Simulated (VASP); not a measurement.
Crystal: Ru2Br.

```xyz
6
Lattice="5.6824 0.0000 0.0000 0.0000 5.6824 0.0000 0.0000 0.0000 3.6600" Properties=species:S:1:pos:R:3 pbc="T T T"
Ru    1.7388    1.7388    0.0000
Ru    1.1024    4.5800    1.8300
Ru    3.9436    3.9436    0.0000
Ru    4.5800    1.1024    1.8300
Br    0.0000    0.0000    0.0000
Br    2.8412    2.8412    1.8300
```

```yaml
Program: VASP 6.6.1
Task: relaxation of cell and atoms
Functional: PBE
Potentials_or_basis: VASP PAW PBE potentials, release 64 (Ru_pv, Br)
Cutoff: 600 eV
k_mesh: 4 × 4 × 6
Occupations: gaussian, width 0.1 eV
Spin: no spin polarisation
```

At the start: pressure -6.5 GPa; volume 19.70 Å³/atom.

Q: How do energy, volume and symmetry change on relaxing?

A: Over 10 steps the energy falls by 76.6 meV/atom and the volume is 18.45 Å³/atom (-6.3 %); space group P4_2/mnm (No. 136, to 0.1 Å) before and after.

Step by step:
```
step  energy change (eV)  largest force (eV/Å)  pressure (GPa)  volume (Å³)
   1              0.0000                0.2191           -6.54       118.18
   2             -0.2332                0.0332            8.15       104.83
   3             -0.3079                0.1081            2.41       108.84
   4             -0.3976                0.5209            0.63       109.74
   5             -0.3983                0.4730            0.72       109.67
   6             -0.4314                0.3158           -0.83       111.04
   7             -0.4402                0.1661           -2.12       112.31
   8             -0.4564                0.0114           -0.91       111.37
   9             -0.4578                0.0834           -0.39       111.02
  10             -0.4595                0.0358           -0.13       110.73
```

Final structure:
```
Ru Br
1.0
     5.34753    0.00000    0.00000
     0.00000    5.34753    0.00000
     0.00000    0.00000    3.87219
Ru Br
4 2
Cartesian
  1.6667 1.6667 0.0000
  1.0071 4.3404 1.9361
  3.6809 3.6809 0.0000
  4.3404 1.0071 1.9361
  0.0000 0.0000 0.0000
  2.6738 2.6738 1.9361
```
